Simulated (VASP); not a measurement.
# BN (P6_3/mmc) in VASP: notebook, part 3 of 3

VASP 6.6.1.

## 6. Single point, PBE0

POSCAR

```
BN
1.0
    2.5008383104      0.0000000000      0.0000000000
   -1.2504191552      2.1657895075      0.0000000000
    0.0000000000      0.0000000000      6.8931205922
B N
2 2
Direct
    0.3333333333      0.6666666667      0.2500000000
    0.6666666667      0.3333333333      0.7500000000
    0.6666666667      0.3333333333      0.2500000000
    0.3333333333      0.6666666667      0.7500000000
```

INCAR.step1

```
SYSTEM = BN
ALGO = Normal ; EDIFF = 1E-5
ENCUT = 520 ; GGA = PE
GGA_COMPAT = .False. ; ISIF = 2
ISMEAR = 0 ; KPAR = 4
LASPH = .True. ; LCHARG = .False.
LREAL = .False. ; LWAVE = .True.
NBANDS = 16 ; NELM = 120
PREC = Accurate ; SIGMA = 0.01
```

INCAR.step2

```
SYSTEM = BN
AEXX = 0.25 ; ALGO = Normal
EDIFF = 1E-6 ; ENCUT = 520
GGA = PE ; GGA_COMPAT = .False.
ISIF = 2 ; ISMEAR = 0
ISTART = 1 ; KPAR = 4
LASPH = .True. ; LCHARG = .False.
LHFCALC = .True. ; LREAL = .False.
LWAVE = .False. ; NBANDS = 16
NELM = 120 ; PREC = Accurate
PRECFOCK = Normal ; SIGMA = 0.01
```

KPOINTS

```
k-points
0
Gamma
  9 9 4
  0 0 0
```

Potentials or basis: VASP PAW PBE potentials, release 64 (B, N).

Started as:

```console
cat potpaw_PBE.64/B/POTCAR potpaw_PBE.64/N/POTCAR > POTCAR
cp INCAR.step1 INCAR
mpirun -np 4 vasp_std > vasp.out
cp INCAR.step2 INCAR
mpirun -np 4 vasp_std > vasp.out
```

OUTCAR:

```text
SYSTEM = BN
   AEXX = 0.25
   EDIFF = 1E-6
   ENCUT = 520
   GGA = PE
   ISIF = 2
   ISMEAR = 0
   ISTART = 1
   LASPH = .True.
   LHFCALC = .True.
   LREAL = .False.
   NELM = 120
   PREC = Accurate
   PRECFOCK = Normal

 ion  position               nearest neighbor table
   1  0.333  0.667  0.250-   3 1.44   3 1.44   3 1.44
   2  0.667  0.333  0.750-   4 1.44   4 1.44   4 1.44
   3  0.667  0.333  0.250-   1 1.44   1 1.44   1 1.44
   4  0.333  0.667  0.750-   2 1.44   2 1.44   2 1.44

  LATTYP: Found a hexagonal cell.
 ALAT       =     2.5008383104
 C/A-ratio  =     2.7563239749

  Lattice vectors:

 A1 = (   2.5008383104,   0.0000000000,   0.0000000000)
 A2 = (  -1.2504191552,   2.1657895075,   0.0000000000)
 A3 = (   0.0000000000,   0.0000000000,   6.8931205922)

Analysis of symmetry for initial positions (statically):
=====================================================================
 Subroutine PRICEL returns:
 Original cell was already a primitive cell.

 Routine SETGRP: Setting up the symmetry group for a
 hexagonal supercell.

 Subroutine GETGRP returns: Found 24 space group operations
 (whereof 12 operations were pure point group operations)
 out of a pool of 24 trial point group operations.

The static configuration has the point symmetry D_3d.
 The point group associated with its full space group is D_6h.

Analysis of symmetry for dynamics (positions and initial velocities):
=====================================================================
 Subroutine PRICEL returns:
 Original cell was already a primitive cell.

 Routine SETGRP: Setting up the symmetry group for a
 hexagonal supercell.

 Subroutine GETGRP returns: Found 24 space group operations
 (whereof 12 operations were pure point group operations)
 out of a pool of 24 trial point group operations.

The dynamic configuration has the point symmetry D_3d.
 The point group associated with its full space group is D_6h.

[... 130 lines left out ...]
   ENCUT4O =  -1.0   cutoff for four orbital integrals eV
   NKREDX  =     1    reduce k-point grid by
   NKREDY  =     1    reduce k-point grid by
   NKREDZ  =     1    reduce k-point grid by
   AEXX    =    0.2500 exact exchange contribution
   HFSCREEN=    0.0000 screening length (either q_TF or 0.3 A-1)
   HFSCREENC=   0.0000 screening length for correlation (either q_TF or 0.3 A-1)
   ENCUTFOCK=  -1.0 apply spherical cutoff to Coloumb kernel
   IVDW    =     0    specifies the selected vdW correction
   LEPSILON=     F    determine dielectric tensor
   LRPA    =     F    only Hartree local field effects (RPA)
 non-spin polarized calculation
 Gauss-broadening in eV      SIGMA  =   0.01
  energy-cutoff  :      520.00
  volume of cell :       37.34
 maximum number of plane-waves:      1034
 NGX is ok and might be reduce to    20
  NGX = 14; NGY = 14; NGZ = 40

 number of electron      16.0000000 magnetization

 Free energy of the ion-electron system (eV)
  ---------------------------------------------------
  ext. energy  EPLUGINS =         0.00000000
  ---------------------------------------------------
  free energy    TOTEN  =       -42.69823828 eV

  energy without entropy =      -42.69823828  energy(sigma->0) =      -42.69823828

 E-fermi :   0.9432     XC(G=0):  -7.7448

 val. band max:        0.7944041939   @ k =   0.3333   0.3333   0.5000
 cond. band min:       7.3246476748   @ k =   0.4444   0.1111   0.0000
 fundamental gap:      6.5302434809
 Fermi energy:         0.9432428746

 k-point     1 :       0.0000    0.0000    0.0000
  band No.  band energies     occupation
      1     -18.8288      2.00000
      2     -18.5958      2.00000
      3      -5.8879      2.00000
      4      -3.9621      2.00000
      5      -0.7871      2.00000
      6      -0.7871      2.00000
[... 433 lines left out ...]
      3      -7.9496      2.00000
      4      -7.8605      2.00000
      5      -7.1982      2.00000
      6      -7.1982      2.00000
[... 8 lines left out ...]
     15      19.9166      0.00000
     16      21.0644      0.00000

 [... further k-points ...]

------------------------ aborting loop because EDIFF is reached ----------------------------------------

  FORCE on cell =-STRESS in cart. coord.  units (eV):
  Direction    XX          YY          ZZ          XY          YZ          ZX
  --------------------------------------------------------------------------------------
  -------------------------------------------------------------------------------------
  Total       -0.4394771     -0.4394771      0.2625836      0.0000000      0.0000000      0.0000000
  in kB      -18.8594537    -18.8594537     11.2683512      0.0000000      0.0000000      0.0000000
  external PRESSURE =      -8.8168521 kB  Pullay stress =       0.0000000 kB

 VOLUME and BASIS-vectors are now :
 -----------------------------------------------------------------------------
  energy-cutoff  :      520.00
  volume of cell :       37.34
      direct lattice vectors                 reciprocal lattice vectors
     2.500838310  0.000000000  0.000000000     0.399865915  0.230862694  0.000000000
    -1.250419155  2.165789507  0.000000000     0.000000000  0.461725388  0.000000000
     0.000000000  0.000000000  6.893120592     0.000000000  0.000000000  0.145072175

 POSITION                                       TOTAL-FORCE (eV/Angst)
 -----------------------------------------------------------------------------------
     -0.00000      1.44386      1.72328        -0.000000      0.000000      0.000000
      1.25042      0.72193      5.16984         0.000000     -0.000000      0.000000
      1.25042      0.72193      1.72328         0.000000     -0.000000     -0.000000
     -0.00000      1.44386      5.16984        -0.000000     -0.000000      0.000000
 -----------------------------------------------------------------------------------
    total drift:                                0.000000      0.000000     -0.000000

  FREE ENERGIE OF THE ION-ELECTRON SYSTEM (eV)
  ---------------------------------------------------
  free  energy   TOTEN  =       -42.6982382836 eV

  energy  without entropy=      -42.6982382836  energy(sigma->0) =      -42.69823828
```

OUTCAR.step1:

```text
SYSTEM = BN
   EDIFF = 1E-5
   ENCUT = 520
   GGA = PE
   ISIF = 2
   ISMEAR = 0
[... 688 lines left out ...]
     -0.00000      1.44386      1.72328         0.000000      0.000000      0.000000
      1.25042      0.72193      5.16984        -0.000000     -0.000000      0.000000
      1.25042      0.72193      1.72328        -0.000000      0.000000      0.000000
     -0.00000      1.44386      5.16984         0.000000     -0.000000      0.000000
 -----------------------------------------------------------------------------------
    total drift:                               -0.000000      0.000000      0.000000

  FREE ENERGIE OF THE ION-ELECTRON SYSTEM (eV)
  ---------------------------------------------------
  free  energy   TOTEN  =       -35.1707477104 eV

  energy  without entropy=      -35.1707477104  energy(sigma->0) =      -35.17074771
```

Run time: 13 min. Hardware: 4 MPI ranks of AMD EPYC 7R13 (Zen 3), shared host; peak memory 0.15 GiB.

Results:

* Free energy: -42.6982 eV
* Pressure: -0.9 GPa
* Band gap on the k mesh: 6.53 eV (least direct gap 6.83 eV)

Caveat: the PAW data sets were made with another functional, which shifts forces and pressure a little; an odd mesh through Γ misses points on the zone boundary, where band edges can lie; this functional lacks dispersion, which binds the layers, so the pressure and a relaxed spacing across them are unreliable.

## 7. Overview

| task | level | potentials or basis | cell | k mesh | cutoff (eV) | smearing | grid for exact exchange (PRECFOCK) | share of exact exchange | gap on the mesh (eV) | pressure (GPa) | relaxed volume (Å³/atom) |
| --- | --- | --- | --- | --- | --- | --- | --- | --- | --- | --- | --- |
| single point | r2SCAN | VASP PAW PBE potentials, release 64 (B, N) | a = 2.501, b = 2.501, c = 6.893 Å, angles 90.0, 90.0, 120.0°, 4 atoms | 12 × 12 × 4 | 660 | gaussian 0.01 eV | - | - | 4.93 | 0.4 | - |
| single point | PBE | VASP PAW PBE potentials, release 64 (B, N) | a = 2.512, b = 2.512, c = 8.327 Å, angles 90.0, 90.0, 120.0°, 4 atoms | 12 × 12 × 8 | 600 | fermi-dirac 0.02 eV | - | - | 4.40 | -0.1 | - |
| relaxation of cell and atoms | PBEsol | VASP PAW PBE potentials, release 64 (B, N) | relaxed from a = 2.512, b = 2.512, c = 8.327 Å, angles 90.0, 90.0, 120.0°, 4 atoms | 12 × 12 × 4 | 600 | fermi-dirac 0.02 eV | - | - | 4.23 | 0.0 | 9.39 |
| relaxation of cell and atoms | LDA | VASP PAW LDA potentials, release 64 (B, N) | relaxed from a = 2.512, b = 2.512, c = 8.327 Å, angles 90.0, 90.0, 120.0°, 4 atoms | 12 × 12 × 4 | 600 | fermi-dirac 0.02 eV | - | - | 4.04 | 0.0 | 8.67 |
| single point | PBE0 | VASP PAW PBE potentials, release 64 (B, N) | a = 2.501, b = 2.501, c = 6.893 Å, angles 90.0, 90.0, 120.0°, 4 atoms | 9 × 9 × 4 | 520 | gaussian 0.01 eV | Normal | 0.25 | 6.53 | -0.9 | - |

Alike in all rows: no spin polarisation.

Caveats: the PAW data sets were made with another functional, which shifts forces and pressure a little (at least some runs); this functional lacks dispersion, which binds the layers, so the pressure and a relaxed spacing across them are unreliable (at least some runs); the volume moved by over 15 % at a fixed basis, so the end points are rough (at least some runs); an odd mesh through Γ misses points on the zone boundary, where band edges can lie (at least some runs).

Total energies depend on the potentials used, so only differences within one code and one set of settings carry meaning.
